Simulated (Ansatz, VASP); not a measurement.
**Two plane-wave programs on LiTaO2**

```xyz
4
Lattice="3.6936 0.0000 0.0000 -1.8468 3.1988 0.0000 0.0000 0.0000 5.7104" Properties=species:S:1:pos:R:3 pbc="T T T"
Li    0.0000    0.0000    2.8552
Ta    0.0000    0.0000    0.0000
O     0.0000    2.1325    0.0000
O     1.8468    1.0663    0.0000
```

Alike in both runs: task relaxation of cell and atoms; functional PBE; k mesh 12 × 12 × 8; occupations gaussian, width 0.1 eV; no spin polarisation.

|  | VASP | Ansatz |
| --- | --- | --- |
| version | VASP 6.6.1 | Ansatz 0.2.0 |
| potentials or method | VASP PAW PBE potentials, release 64 (Li_sv, Ta_pv, O), cutoff 600 eV | scalar-relativistic, plane waves, PAW |
| valence electrons in the cell | 26 | 28 |

```csv
,VASP,Ansatz,Ansatz less VASP
"gap on the k mesh at the Fermi level, each at its own relaxed structure (eV)",none,none,-
relaxed volume (Å³/atom),16.82,16.84,+0.018
relaxed cell length with the largest relative difference (Å),5.684,5.698,+0.0144
```

A gap of «none» marks a metal or a gap that the smearing closes. VASP's potentials hold 26 valence electrons a cell and Ansatz's 28, so a difference there can come from the potentials and not from the codes.

Spin-orbit coupling is off throughout. Noted on VASP's run: the cutoff is short for stress, so the pressure is rough.
